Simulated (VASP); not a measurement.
# SiC (P6_3mc) in VASP: further runs

SiC is run at these levels: LDA, r2SCAN+rVV10; tasks: single point, relaxation of cell and atoms.

Program: VASP 6.6.1. These are calculated values, not measurements. Logs are shortened: lines on timing, memory, paths and dates and some standing lists are left out, and cuts for length are marked.

## (1) The cell of the first run

It takes space group P6_3mc (No. 186, hexagonal). Conventional cell: a = 3.096 Å, b = 3.096 Å, c = 10.137 Å, α = 90.00°, β = 90.00°, γ = 120.00°. Within 2.5 Å of Si (site symmetry 3m) lie 4 C at 1.89 to 1.90 Å. Within 2.5 Å of Si (site symmetry 3m) lie 4 C at 1.90 to 1.91 Å. C (site symmetry 3m) has 4 Si at 1.90 Å within 2.5 Å. Within 2.5 Å of C (site symmetry 3m) lie 4 Si at 1.89 to 1.91 Å.

## (2) Single point, LDA

INCAR reads:

```
SYSTEM = SiC
ALGO     = Normal         ! electronic algorithm
EDIFF    = 1E-6           ! SCF threshold, eV
ENCUT    = 520            ! plane-wave cutoff, eV
ISIF     = 2              ! what is computed and relaxed
ISMEAR   = -1             ! smearing method
LASPH    = .True.         ! aspherical terms in the spheres
LCHARG   = .False.        ! write CHGCAR
LREAL    = .False.        ! projectors in reciprocal space
LWAVE    = .False.        ! write WAVECAR
NBANDS   = 26             ! bands
NELM     = 60             ! most SCF steps
PREC     = Accurate       ! precision mode
SIGMA    = 0.05           ! smearing width, eV
```

KPOINTS reads:

```
k-points
0
Gamma
  10 10 3
  0 0 0
```

POSCAR reads:

```
SiC
1.0
    3.0960635787      0.0000000000      0.0000000000
   -1.5480317893      2.6812697109      0.0000000000
    0.0000000000      0.0000000000     10.1373414467
Si C
4 4
Direct
    0.0000000000      0.0000000000      0.1878943800
    0.0000000000      0.0000000000      0.6878943800
    0.3333333333      0.6666666667      0.4378419800
    0.6666666667      0.3333333333      0.9378419800
    0.0000000000      0.0000000000      0.0004600500
    0.0000000000      0.0000000000      0.5004600500
    0.3333333333      0.6666666667      0.2498025900
    0.6666666667      0.3333333333      0.7498025900
```

Potentials or basis: VASP PAW LDA potentials, release 64 (Si, C).

Command:

```
> cat potpaw_LDA.64/Si/POTCAR potpaw_LDA.64/C/POTCAR > POTCAR
> mpirun -np 1 vasp_std > vasp.out
```

OUTCAR:

```text
SYSTEM = SiC
   EDIFF = 1E-6
   ENCUT = 520
   ISIF = 2
   ISMEAR = -1
   LASPH = .True.
   LREAL = .False.
   NELM = 60
   PREC = Accurate

 ion  position               nearest neighbor table
   1  0.000  0.000  0.188-   7 1.89   7 1.89   7 1.89   5 1.90   3 3.10   3 3.10   3 3.10   4 3.10
                             4 3.10   4 3.10
   2  0.000  0.000  0.688-   8 1.89   8 1.89   8 1.89   6 1.90   4 3.10   4 3.10   4 3.10   3 3.10
                             3 3.10   3 3.10
   3  0.333  0.667  0.438-   6 1.90   6 1.90   6 1.90   7 1.91   1 3.10   1 3.10   1 3.10   2 3.10
                             2 3.10   2 3.10
   4  0.667  0.333  0.938-   5 1.90   5 1.90   5 1.90   8 1.91   2 3.10   2 3.10   2 3.10   1 3.10
                             1 3.10   1 3.10
   5  0.000  0.000  0.000-   4 1.90   4 1.90   4 1.90   1 1.90
   6  0.000  0.000  0.500-   3 1.90   3 1.90   3 1.90   2 1.90
   7  0.333  0.667  0.250-   1 1.89   1 1.89   1 1.89   3 1.91
   8  0.667  0.333  0.750-   2 1.89   2 1.89   2 1.89   4 1.91

  LATTYP: Found a hexagonal cell.
 ALAT       =     3.0960635787
 C/A-ratio  =     3.2742678530

  Lattice vectors:

 A1 = (   3.0960635787,   0.0000000000,   0.0000000000)
 A2 = (  -1.5480317893,   2.6812697109,   0.0000000000)
 A3 = (   0.0000000000,   0.0000000000,  10.1373414467)

Analysis of symmetry for initial positions (statically):
=====================================================================
 Subroutine PRICEL returns:
 Original cell was already a primitive cell.

 Routine SETGRP: Setting up the symmetry group for a
 hexagonal supercell.

 Subroutine GETGRP returns: Found 12 space group operations
 (whereof  6 operations were pure point group operations)
 out of a pool of 24 trial point group operations.

The static configuration has the point symmetry C_3v.
 The point group associated with its full space group is C_6v.

Analysis of symmetry for dynamics (positions and initial velocities):
=====================================================================
 Subroutine PRICEL returns:
 Original cell was already a primitive cell.

 Routine SETGRP: Setting up the symmetry group for a
 hexagonal supercell.

 Subroutine GETGRP returns: Found 12 space group operations
 (whereof  6 operations were pure point group operations)
 out of a pool of 24 trial point group operations.

The dynamic configuration has the point symmetry C_3v.
 The point group associated with its full space group is C_6v.

 Subroutine INISYM returns: Found 12 space group operations
 (whereof  6 operations are pure point group operations),
 and found     1 'primitive' translations

----------------------------------------------------------------------------------------

                                     Primitive cell

  volume of cell :      84.1539

  direct lattice vectors                    reciprocal lattice vectors
     3.096063579  0.000000000  0.000000000     0.322990783  0.186478816  0.000000000
    -1.548031789  2.681269711  0.000000000     0.000000000  0.372957631  0.000000000
     0.000000000  0.000000000 10.137341447     0.000000000  0.000000000  0.098645193

  length of vectors
     3.096063579  3.096063579 10.137341447     0.372957631  0.372957631  0.098645193

  position of ions in fractional coordinates (direct lattice)
     0.000000000  0.000000000  0.187894380
     0.000000000  0.000000000  0.687894380
     0.333333333  0.666666667  0.437841980
     0.666666667  0.333333333  0.937841980
     0.000000000  0.000000000  0.000460050
     0.000000000  0.000000000  0.500460050
     0.333333333  0.666666667  0.249802590
     0.666666667  0.333333333  0.749802590

  ion indices of the primitive-cell ions
   primitive index   ion index
                 1           1
                 2           2
                 3           3
                 4           4
                 5           5
                 6           6
                 7           7
                 8           8

----------------------------------------------------------------------------------------

 KPOINTS: k-points

Automatic generation of k-mesh.
 Grid dimensions read from file:
 generate k-points for:   10   10    3

 Generating k-lattice:

  Cartesian coordinates                     Fractional coordinates (reciprocal lattice)
     0.032299078  0.018647882  0.000000000     0.100000000  0.000000000  0.000000000
     0.000000000  0.037295763  0.000000000     0.000000000  0.100000000  0.000000000
     0.000000000  0.000000000  0.032881731     0.000000000  0.000000000  0.333333333

  Length of vectors
     0.037295763  0.037295763  0.032881731

  Shift w.r.t. Gamma in fractional coordinates (k-lattice)
     0.000000000  0.000000000  0.000000000

 Subroutine IBZKPT returns following result:
 ===========================================

 Found     28 irreducible k-points:

 Following reciprocal coordinates:
            Coordinates               Weight
  0.000000  0.000000  0.000000      1.000000
  0.100000  0.000000  0.000000      6.000000
  0.200000  0.000000  0.000000      6.000000
  0.300000  0.000000  0.000000      6.000000
  0.400000  0.000000  0.000000      6.000000
  0.500000  0.000000  0.000000      3.000000
[... 16 lines left out ...]
  0.300000  0.100000  0.333333     24.000000
  0.400000  0.100000  0.333333     24.000000
 [... further k-points ...]
   k-points           NKPTS =     28   k-points in BZ     NKDIM =     28   number of bands    NBANDS=     26
   number of dos      NEDOS =    301   number of ions     NIONS =      8
   total plane-waves  NPLWV =  46080
   dimension x,y,z NGX =    24 NGY =   24 NGZ =   80
   dimension x,y,z NGXF=    48 NGYF=   48 NGZF=  160
   ions per type =               4   4
   NGX,Y,Z   is equivalent  to a cutoff of  12.89, 12.89, 13.12 a.u.
   NGXF,Y,Z  is equivalent  to a cutoff of  25.77, 25.77, 26.24 a.u.
 SYSTEM =  SiC
   PREC   = accura    normal or accurate (medium, high low for compatibility)
   ISTART =      0    job   : 0-new  1-cont  2-samecut
   ICHARG =      2    charge: 1-file 2-atom 10-const
   ISPIN  =      1    spin polarized calculation?
   LNONCOLLINEAR =      F non collinear calculations
   LSORBIT =      F    spin-orbit coupling
   LASPH  =      T    aspherical Exc in radial PAW
   ENCUT  =  520.0 eV  38.22 Ry    6.18 a.u.   5.76  5.76 18.85*2*pi/ulx,y,z
   NELM   =     60;   NELMIN=  2; NELMDL= -5     # of ELM steps
   EDIFF  = 0.1E-05   stopping-criterion for ELM
   LREAL  =      F    real-space projection
   EDIFFG = 0.1E-04   stopping-criterion for IOM
   NSW    =      0    number of steps for IOM
   IBRION =     -1    ionic relax: 0-MD 1-quasi-New 2-CG
   NFREE  =      0    steps in history (QN), initial steepest desc. (CG)
   ISIF   =      2    stress and relaxation
   ISYM   =      2    0-nonsym 1-usesym 2-fastsym
   POTIM  = 0.5000    time-step for ionic-motion
   TEBEG  =    0.0;   TEEND  =   0.0 temperature during run
   PSTRESS=    0.0 pullay stress
   NELECT =      32.0000    total number of electrons
   NUPDOWN=      -1.0000    fix difference up-down
   EMIN   =  10.00;   EMAX   =-10.00  energy-range for DOS
   EFERMI =   0.00;   METHOD = LEGACY
   ISMEAR =    -1;   SIGMA  =   0.05  broadening in eV -4-tet -1-fermi 0-gaus
   EFERMI_NEDOS =   21; number of points for ismear=-14 and -15
   IALGO  =     38    algorithm
   IMIX   =      4    mixing-type and parameters
     AMIX     =   0.40;   BMIX     =  1.00
     AMIX_MAG =   1.60;   BMIX_MAG =  1.00
  volume/ion in A,a.u.               =      10.52        70.99
  Fermi-wavevector in a.u.,A,eV,Ry     =   1.186042  2.241294 19.139251  1.406695
  Thomas-Fermi vector in A             =   2.322223
   LORBIT       =      0    0 simple, 1 ext, 2 COOP (PROOUT), +10 PAW based schemes
   GGA     = CA    functional components
   LHFCALC =     F    Hartree Fock is set to
   AEXX    =    0.0000 exact exchange contribution
   IVDW    =     0    specifies the selected vdW correction
   LEPSILON=     F    determine dielectric tensor
   LRPA    =     F    only Hartree local field effects (RPA)
 non-spin polarized calculation
  energy-cutoff  :      520.00
  volume of cell :       84.15
 maximum number of plane-waves:      2286
 NGX is ok and might be reduce to    24
   NGX = 11   NGY = 11   NGZ = 37

 number of electron      32.0000001 magnetization

 Free energy of the ion-electron system (eV)
  ---------------------------------------------------
  ext. energy  EPLUGINS =         0.00000000
  ---------------------------------------------------
  free energy    TOTEN  =       -66.51171231 eV

  energy without entropy =      -66.51171231  energy(sigma->0) =      -66.51171231

 E-fermi :   8.9618     XC(G=0): -11.4830

 val. band max:        7.9393558175   @ k =   0.0000   0.0000   0.0000
 cond. band min:      10.1015615241   @ k =   0.5000   0.0000   0.0000
 fundamental gap:      2.1622057066
 Fermi energy:         8.9617585302

 k-point     1 :       0.0000    0.0000    0.0000
  band No.  band energies     occupation
      1      -7.3221      2.00000
      2      -6.1547      2.00000
      3      -6.1214      2.00000
      4      -3.7674      2.00000
      5      -0.5978      2.00000
      6       3.6109      2.00000
[... 18 lines left out ...]
     25      15.1022      0.00000
     26      15.8077      0.00000

 k-point     2 :       0.1000    0.0000    0.0000
  band No.  band energies     occupation
      1      -7.1503      2.00000
      2      -5.9883      2.00000
      3      -5.9542      2.00000
      4      -3.6214      2.00000
      5      -0.4413      2.00000
      6       3.6613      2.00000
[... 18 lines left out ...]
     25      15.3329      0.00000
[... 608 lines left out ...]
     25      16.0235      0.00000
     26      17.0035      0.00000

 k-point    24 :       0.4000    0.1000    0.3333
  band No.  band energies     occupation
      1      -4.0035      2.00000
      2      -3.7136      2.00000
      3      -2.8046      2.00000
      4      -2.4283      2.00000
      5      -0.1386      2.00000
      6       0.2146      2.00000
[... 18 lines left out ...]
     25      15.6883      0.00000
     26      16.5846      0.00000

 [... further k-points ...]

------------------------ aborting loop because EDIFF is reached ----------------------------------------

  FORCE on cell =-STRESS in cart. coord.  units (eV):
  Direction    XX          YY          ZZ          XY          YZ          ZX
  --------------------------------------------------------------------------------------
  -------------------------------------------------------------------------------------
  Total       -3.9531879     -3.9531879     -3.9459351     -0.0000000      0.0000000      0.0000000
  in kB      -75.2633573    -75.2633573    -75.1252743     -0.0000000      0.0000000      0.0000000
  external PRESSURE =     -75.2173297 kB  Pullay stress =       0.0000000 kB

 VOLUME and BASIS-vectors are now :
 -----------------------------------------------------------------------------
  energy-cutoff  :      520.00
  volume of cell :       84.15
      direct lattice vectors                 reciprocal lattice vectors
     3.096063579  0.000000000  0.000000000     0.322990783  0.186478816  0.000000000
    -1.548031789  2.681269711  0.000000000     0.000000000  0.372957631  0.000000000
     0.000000000  0.000000000 10.137341447     0.000000000  0.000000000  0.098645193

 POSITION                                       TOTAL-FORCE (eV/Angst)
 -----------------------------------------------------------------------------------
      0.00000      0.00000      1.90475         0.000000     -0.000000     -0.005957
      0.00000      0.00000      6.97342        -0.000000      0.000000     -0.005957
     -0.00000      1.78751      4.43855        -0.000000     -0.000000      0.010694
      1.54803      0.89376      9.50722         0.000000      0.000000      0.010694
      0.00000      0.00000      0.00466        -0.000000      0.000000     -0.002106
      0.00000      0.00000      5.07333         0.000000     -0.000000     -0.002106
     -0.00000      1.78751      2.53233         0.000000     -0.000000     -0.002632
      1.54803      0.89376      7.60100        -0.000000     -0.000000     -0.002632
 -----------------------------------------------------------------------------------
    total drift:                                0.000000      0.000000     -0.000693

  FREE ENERGIE OF THE ION-ELECTRON SYSTEM (eV)
  ---------------------------------------------------
  free  energy   TOTEN  =       -66.5117123145 eV

  energy  without entropy=      -66.5117123145  energy(sigma->0) =      -66.51171231
```

Run time: 18 s. Hardware: 1 thread of Intel Xeon 6975P-C (Granite Rapids), shared host; peak memory 0.19 GiB.

Results:

```
Free energy            : -66.5117 eV
Pressure               : -7.5 GPa
Largest force          : 0.011 eV/Å
Band gap on the k mesh : 2.16 eV, indirect (least direct gap 3.28 eV)
```

Forces in eV/Å, atoms in the order of the input:
```
Si   0.000  0.000 -0.006
Si   0.000  0.000 -0.006
Si   0.000  0.000  0.011
Si   0.000  0.000  0.011
C    0.000  0.000 -0.002
C    0.000  0.000 -0.002
C    0.000  0.000 -0.003
C    0.000  0.000 -0.003
```

Levels at points of the mesh, in eV from the valence-band top:
| k point | band 12 | band 13 | band 14 | band 15 | band 16 | band 17 | band 18 | band 19 | band 20 | band 21 |
| --- | --- | --- | --- | --- | --- | --- | --- | --- | --- | --- |
| (0.00, 0.00, 0.00) | -0.58 | -0.58 | -0.05 | 0.00 | 0.00 | 4.90 | 5.48 | 6.10 | 6.14 | 6.76 |
| (0.50, 0.00, 0.00) | -2.37 | -2.34 | -2.20 | -1.57 | -1.12 | 2.16 | 2.27 | 4.07 | 4.56 | 5.11 |

## (3) Single point, LDA

This run uses another cell than the first one, of 10.73 Å³/atom, 1.020 times its volume.

INCAR reads:

```
PREC = Accurate
ENCUT = 520
EDIFF = 1E-7
ISMEAR = -1
SIGMA = 0.05
LREAL = F
LASPH = T
NELM = 100
ALGO = Normal
ISIF = 2
LWAVE = F
LCHARG = F
GGA = CA
NBANDS = 26
```

KPOINTS reads:

```
regular mesh
0
Gamma
  10 10 3
```

Changes to POSCAR since step 2:

```diff
@@ -2,5 +2,5 @@
 1.0
-    3.0960635787      0.0000000000      0.0000000000
-   -1.5480317893      2.6812697109      0.0000000000
-    0.0000000000      0.0000000000     10.1373414467
+    3.1161684510      0.0000000000      0.0000000000
+   -1.5580842255      2.6986810411      0.0000000000
+    0.0000000000      0.0000000000     10.2031701838
 Si C
```

Potentials or basis: VASP PAW LDA potentials, release 64 (Si, C).

Command:

```
> cat potpaw_LDA.64/Si/POTCAR potpaw_LDA.64/C/POTCAR > POTCAR
> mpirun -np 1 vasp_std > vasp.out
```

It took 21 s on 1 thread of Intel Xeon 6975P-C (Granite Rapids), shared host; peak memory 0.18 GiB.

Results (log left out):

```yaml
Free_energy: -66.4154 eV
Pressure: -11.2 GPa
Largest_force: 0.016 eV/Å
Band_gap_on_the_k_mesh: 2.16 eV, indirect (least direct gap 3.27 eV)
```

Forces in eV/Å, atoms in the order of the input:
```
Si   0.000  0.000 -0.008
Si   0.000  0.000 -0.008
Si   0.000  0.000  0.016
Si   0.000  0.000  0.016
C    0.000  0.000 -0.003
C    0.000  0.000 -0.003
C    0.000  0.000 -0.006
C    0.000  0.000 -0.006
```

Levels at points of the mesh, in eV from the valence-band top:
```csv
k point,band 12,band 13,band 14,band 15,band 16,band 17,band 18,band 19,band 20,band 21
"(0.00, 0.00, 0.00)",-0.58,-0.58,-0.05,0.00,0.00,4.74,5.31,5.92,5.93,6.64
"(0.50, 0.00, 0.00)",-2.34,-2.32,-2.18,-1.56,-1.11,2.16,2.25,4.02,4.44,5.03
```

A k mesh can miss the band edges. LDA gaps usually lie below the measured ones, often by a third to a half.

(Continued in part 2 of 2.)
